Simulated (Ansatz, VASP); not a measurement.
## BiW: VASP beside Ansatz

```xyz
4
Lattice="5.3921 0.0000 0.0000 0.0000 6.5212 0.0000 0.0327 0.0000 5.6685" Properties=species:S:1:pos:R:3 pbc="T T T"
W     0.0082    1.1869    1.4171
W     0.0245    5.3344    4.2514
Bi    2.7042    4.4344    1.4171
Bi    2.7205    2.0868    4.2514
```

Alike in both runs: task single point; functional PBE; k mesh 4 × 3 × 3; no spin polarisation.

```csv
,VASP,Ansatz
version,VASP 6.6.1,Ansatz 0.2.0
potentials or method,"VASP PAW PBE potentials, release 64 (W_sv, Bi_d), cutoff 520 eV",PAW plane waves
occupations,"fermi-dirac, width 0.1 eV",fermi-dirac
valence electrons in the cell,58,58
```

|  | VASP | Ansatz | Ansatz less VASP |
| --- | --- | --- | --- |
| gap on the k mesh at the Fermi level (eV) | none | none | - |
| pressure (GPa) | -13.7 | -13.7 | +0.03 |
| traceless stress, the component that is largest in VASP (GPa) | 2.62 | 2.63 | +0.002 |
| rms of the force components (eV/Å) | 0.706 | 0.707 | +0.0009 |

Atom by atom the forces differ by 0.001 eV/Å (rms over components). A gap of «none» marks a metal or a gap that the smearing closes.

The k mesh is coarse, so the values compare programs but aren't converged. Spin-orbit coupling is off throughout.
